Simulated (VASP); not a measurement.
# NaF (Villiaumite) (Fm-3m) in VASP: vibrations by perturbation theory with PBE

Aim: the vibrations by perturbation theory of NaF (Villiaumite) with PBE.

Everything below comes from runs of VASP 6.6.1. Logs are shortened: lines on timing, memory, paths and dates and some standing lists are left out, and cuts for length are marked.

## 1. The cell of the first run

The structure is cubic, space group Fm-3m (No. 225). Conventional cell: a = 4.640 Å, b = 4.640 Å, c = 4.640 Å, α = 90.00°, β = 90.00°, γ = 90.00°. Na (site symmetry m-3m) has 6 F at 2.32 Å within 3.1 Å. Within 3.1 Å of F (site symmetry m-3m) lie 6 Na at 2.32 Å.

## 2. Vibrations by perturbation theory, PBE

The input, INCAR:

```
PREC = Accurate
ENCUT = 600
EDIFF = 1E-8
ISMEAR = 0
SIGMA = 0.01
LREAL = F
LASPH = T
NELM = 120
ALGO = Normal
ISIF = 2
LWAVE = F
LCHARG = F
GGA = PE
IBRION = 8
NSW = 1
GGA_COMPAT = F
```

The input, KPOINTS:

```
regular mesh
0
Gamma
  3 3 3
```

The input, POSCAR:

```
NaF
1.0
    0.0000000000      2.3200000000      2.3200000000
    2.3200000000      0.0000000000      2.3200000000
    2.3200000000      2.3200000000      0.0000000000
Na F
1 1
Direct
    0.0000000000      0.0000000000      0.0000000000
    0.5000000000      0.5000000000      0.5000000000
```

Potentials or basis: VASP PAW PBE potentials, release 64 (Na_pv, F).

The run is started by

```sh
cat potpaw_PBE.64/Na_pv/POTCAR potpaw_PBE.64/F/POTCAR > POTCAR
mpirun -np 1 vasp_std > vasp.out
```

OUTCAR:

```text
PREC = Accurate
   ENCUT = 600
   EDIFF = 1E-8
   ISMEAR = 0
   LREAL = F
   LASPH = T
   NELM = 120
   ISIF = 2
   GGA = PE
   IBRION = 8
   NSW = 1

 ion  position               nearest neighbor table
   1  0.000  0.000  0.000-   2 2.32   2 2.32   2 2.32   2 2.32   2 2.32   2 2.32
   2  0.500  0.500  0.500-   1 2.32   1 2.32   1 2.32   1 2.32   1 2.32   1 2.32

  LATTYP: Found a face centered cubic cell.
 ALAT       =     4.6400000000

  Lattice vectors:

 A1 = (   0.0000000000,   2.3200000000,   2.3200000000)
 A2 = (   2.3200000000,   0.0000000000,   2.3200000000)
 A3 = (   2.3200000000,   2.3200000000,   0.0000000000)

Analysis of symmetry for initial positions (statically):
=====================================================================
 Subroutine PRICEL returns:
 Original cell was already a primitive cell.

 Routine SETGRP: Setting up the symmetry group for a
 face centered cubic supercell.

 Subroutine GETGRP returns: Found 48 space group operations
 (whereof 48 operations were pure point group operations)
 out of a pool of 48 trial point group operations.

The static configuration has the point symmetry O_h .

Analysis of symmetry for dynamics (positions and initial velocities):
=====================================================================
 Subroutine PRICEL returns:
 Original cell was already a primitive cell.

 Routine SETGRP: Setting up the symmetry group for a
 face centered cubic supercell.

 Subroutine GETGRP returns: Found 48 space group operations
 (whereof 48 operations were pure point group operations)
 out of a pool of 48 trial point group operations.

The dynamic configuration has the point symmetry O_h .

 Subroutine INISYM returns: Found 48 space group operations
 (whereof 48 operations are pure point group operations),
 and found     1 'primitive' translations

----------------------------------------------------------------------------------------

                                     Primitive cell

  volume of cell :      24.9743

  direct lattice vectors                    reciprocal lattice vectors
     0.000000000  2.320000000  2.320000000    -0.215517241  0.215517241  0.215517241
     2.320000000  0.000000000  2.320000000     0.215517241 -0.215517241  0.215517241
     2.320000000  2.320000000  0.000000000     0.215517241  0.215517241 -0.215517241

  length of vectors
     3.280975465  3.280975465  3.280975465     0.373286812  0.373286812  0.373286812

  position of ions in fractional coordinates (direct lattice)
     0.000000000  0.000000000  0.000000000
     0.500000000  0.500000000  0.500000000

  ion indices of the primitive-cell ions
   primitive index   ion index
                 1           1
                 2           2

----------------------------------------------------------------------------------------

 KPOINTS: regular mesh

Automatic generation of k-mesh.
 Grid dimensions read from file:
 generate k-points for:    3    3    3

 Generating k-lattice:

  Cartesian coordinates                     Fractional coordinates (reciprocal lattice)
    -0.071839080  0.071839080  0.071839080     0.333333333  0.000000000  0.000000000
     0.071839080 -0.071839080  0.071839080     0.000000000  0.333333333  0.000000000
     0.071839080  0.071839080 -0.071839080     0.000000000  0.000000000  0.333333333

  Length of vectors
     0.124428937  0.124428937  0.124428937

  Shift w.r.t. Gamma in fractional coordinates (k-lattice)
     0.000000000  0.000000000  0.000000000

 Subroutine IBZKPT returns following result:
 ===========================================

 Found      4 irreducible k-points:

 Following reciprocal coordinates:
[... 59 lines left out ...]
 NGX is ok and might be reduce to    28
   NGX = 13   NGY = 13   NGZ = 13

--------------------------------------- Ionic step        1  -------------------------------------------

 number of electron      14.0000006 magnetization

 Free energy of the ion-electron system (eV)
  ---------------------------------------------------
  ext. energy  EPLUGINS =         0.00000000
  ---------------------------------------------------
  free energy    TOTEN  =        -8.55870822 eV

  energy without entropy =       -8.55870822  energy(sigma->0) =       -8.55870822

 E-fermi :  -2.0456     XC(G=0):  -9.1329

 val. band max:       -2.0928105726   @ k =   0.0000   0.0000   0.0000
 cond. band min:       4.1813855872   @ k =   0.0000   0.0000   0.0000
 fundamental gap:      6.2741961598
 Fermi energy:        -2.0455530291

 k-point     1 :       0.0000    0.0000    0.0000
  band No.  band energies     occupation
      1     -21.2594      2.00000
      2     -21.0627      2.00000
      3     -21.0627      2.00000
      4     -21.0627      2.00000
      5      -2.0928      2.00000
      6      -2.0928      2.00000
      7      -2.0928      2.00000
      8       4.1814      0.00000
      9      16.8496      0.00000
     10      16.8496      0.00000
     11      16.8496      0.00000
[... 30 lines left out ...]
  band No.  band energies     occupation
      1     -21.6377      2.00000
      2     -21.1594      2.00000
      3     -21.0915      2.00000
      4     -20.4984      2.00000
      5      -3.1138      2.00000
      6      -2.9941      2.00000
      7      -2.4290      2.00000
      8      10.0671      0.00000
      9      11.2216      0.00000
     10      13.2847      0.00000
     11      17.7612      0.00000

------------------------ aborting loop because EDIFF is reached ----------------------------------------

  FORCE on cell =-STRESS in cart. coord.  units (eV):
  Direction    XX          YY          ZZ          XY          YZ          ZX
  --------------------------------------------------------------------------------------
  -------------------------------------------------------------------------------------
  Total        0.2759333      0.2759333      0.2759333      0.0000000     -0.0000000     -0.0000000
  in kB       17.7019331     17.7019331     17.7019331      0.0000000     -0.0000000     -0.0000000
  external PRESSURE =      17.7019331 kB  Pullay stress =       0.0000000 kB

 VOLUME and BASIS-vectors are now :
 -----------------------------------------------------------------------------
  energy-cutoff  :      600.00
  volume of cell :       24.97
      direct lattice vectors                 reciprocal lattice vectors
     0.000000000  2.320000000  2.320000000    -0.215517241  0.215517241  0.215517241
     2.320000000  0.000000000  2.320000000     0.215517241 -0.215517241  0.215517241
     2.320000000  2.320000000  0.000000000     0.215517241  0.215517241 -0.215517241

 POSITION                                       TOTAL-FORCE (eV/Angst)
 -----------------------------------------------------------------------------------
      0.00000      0.00000      0.00000        -0.000000     -0.000000     -0.000000
      2.32000      2.32000      2.32000         0.000000      0.000000      0.000000
 -----------------------------------------------------------------------------------
    total drift:                                0.000000      0.000000      0.000000

  FREE ENERGIE OF THE ION-ELECTRON SYSTEM (eV)
  ---------------------------------------------------
  free  energy   TOTEN  =        -8.5587082204 eV

  energy  without entropy=       -8.5587082204  energy(sigma->0) =       -8.55870822

[... ionic steps 2 to 3 ...]

--------------------------------------- Ionic step        4  -------------------------------------------

------------------------ aborting loop because EDIFF is reached ----------------------------------------

[... ionic steps 5 to 6 ...]

--------------------------------------- Ionic step        7  -------------------------------------------

 Free energy of the ion-electron system (eV)
  ---------------------------------------------------
  ---------------------------------------------------
  free energy    TOTEN  =        -0.53077472 eV

  energy without entropy =       -0.53077472

------------------------ aborting loop because EDIFF is reached ----------------------------------------

 INTERNAL STRAIN TENSOR  FOR ION    2  DIRECTION 1   (eV/Angst):
 -----------------------------------------------------------------------------
     0.05195 -0.00000  0.00000
     0.00000 -0.00047  0.00000
    -0.00000  0.00000 -0.00047

 INTERNAL STRAIN TENSOR FOR ION    2 for displacements in x,y,z  (eV/Angst):
          X           Y           Z          XY          YZ          ZX
  --------------------------------------------------------------------------------
  x     0.00000     0.00000     0.00000     0.00000     0.00000     0.00000
  y     0.00000     0.00000     0.00000     0.00000     0.00000     0.00000
  z     0.00000     0.00000     0.00000     0.00000     0.00000     0.00000

 SECOND DERIVATIVES (NOT SYMMETRIZED)
 ------------------------------------
               1X          1Y          1Z          2X          2Y          2Z
  1X    -2.389836    0.000000    0.000000    2.389836    0.000000    0.000000
  1Y     0.000000   -2.389836    0.000000    0.000000    2.389836    0.000000
  1Z     0.000000    0.000000   -2.389836    0.000000    0.000000    2.389836
  2X     2.365061    0.000000    0.000000   -2.365061    0.000000    0.000000
  2Y     0.000000    2.365061    0.000000    0.000000   -2.365061    0.000000
  2Z     0.000000    0.000000    2.365061    0.000000    0.000000   -2.365061

 Eigenvectors and eigenvalues of the dynamical matrix
 ----------------------------------------------------

   1 f  =    7.472042 THz    46.948224 2PiTHz  249.240492 cm-1    30.901869 meV
             X         Y         Z           dx          dy          dz
      0.000000  0.000000  0.000000     0.000000    0.000000   -0.674571
      2.320000  2.320000  2.320000     0.000000    0.000000    0.738210
[... 21 lines left out ...]
   6 f/i=    0.019388 THz     0.121816 2PiTHz    0.646702 cm-1     0.080181 meV
             X         Y         Z           dx          dy          dz
      0.000000  0.000000  0.000000    -0.457780   -0.547106   -0.189913
      2.320000  2.320000  2.320000    -0.418316   -0.499941   -0.173541

--------------------------------------------------------------------------------------------------------

 ELASTIC MODULI CONTR FROM IONIC RELAXATION (kBar)
 Direction    XX          YY          ZZ          XY          YZ          ZX
 --------------------------------------------------------------------------------
 XX           0.0000      0.0000      0.0000      0.0000      0.0000      0.0000
 YY           0.0000      0.0000      0.0000      0.0000      0.0000      0.0000
 ZZ           0.0000      0.0000      0.0000      0.0000      0.0000      0.0000
 XY           0.0000      0.0000      0.0000      0.0000      0.0000      0.0000
 YZ           0.0000      0.0000      0.0000      0.0000      0.0000      0.0000
 ZX           0.0000      0.0000      0.0000      0.0000      0.0000      0.0000
 --------------------------------------------------------------------------------
```

Wall time 59 s (1 thread of AMD EPYC 7R13, shared host); peak memory 0.13 GiB.

Results:

```yaml
Highest_phonon_frequency_at_Γ_LO-TO_splitting_left_out: 249 cm⁻¹
```

Phonon frequencies in cm⁻¹ (negative: imaginary):
```
              q point           frequencies
(0.000, 0.000, 0.000)  -1 -1 -1 249 249 249
```

Caveat: the k points lie up to 0.78 Å⁻¹ apart; the cell wasn't relaxed at this level first, which shifts response properties.
